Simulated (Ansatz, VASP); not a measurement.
## Two plane-wave programs on Bi

Contents of INCAR:

```
SYSTEM = Bi
  PREC = Accurate
  ENCUT = 520
  EDIFF = 1E-6
  ISMEAR = 0
  SIGMA = 0.05
  LREAL = .False.
  LASPH = .True.
  NELM = 100
  ALGO = Normal
  ISIF = 2
  LWAVE = .False.
  LCHARG = .False.
  GGA = PE
  NBANDS = 14
```

KPOINTS

```
regular mesh
0
Gamma
  14 14 14
  0 0 0
```

File POSCAR:

```
Bi
1.0
    0.0000000000      2.5175009127      2.5175009127
    2.5175009127      0.0000000000      2.5175009127
    2.5175009127      2.5175009127      0.0000000000
Bi
1
Direct
    0.0000000000      0.0000000000      0.0000000000
```

Input for Ansatz:

```yaml
crystal:
  lattice:
    - [0.0, 2.5175009127, 2.5175009127]
    - [2.5175009127, 0.0, 2.5175009127]
    - [2.5175009127, 2.5175009127, 0.0]
  atoms:
    - { symbol: Bi, position: [0.0, 0.0, 0.0] }
basis:
  ecutwfc: 420
  ecutrho_ratio: 4
kpoints:
  mp_grid: { grid: [14, 14, 14] }
hamiltonian:
  xc: pbe
scf:
  occupations: { method: gaussian, width: 0.05 }
output:
  forces: true
  stress: true
  eigenvalues: true
```

Alike in both runs: task single point; functional PBE; k mesh 14 × 14 × 14; occupations gaussian, width 0.05 eV; no spin polarisation.

```csv
,VASP,Ansatz
version,VASP 6.6.1,Ansatz 0.2.0
potentials or method,"VASP PAW PBE potentials, release 64 (Bi_d), cutoff 520 eV","scalar-relativistic, plane waves, PAW"
valence electrons in the cell,15,15
```

|  | VASP | Ansatz | Ansatz less VASP |
| --- | --- | --- | --- |
| pressure (GPa) | -0.1 | -0.1 | +0.05 |

The functional is the same, so the differences come from potentials, cutoffs and numerics.

Spin-orbit coupling is off throughout.
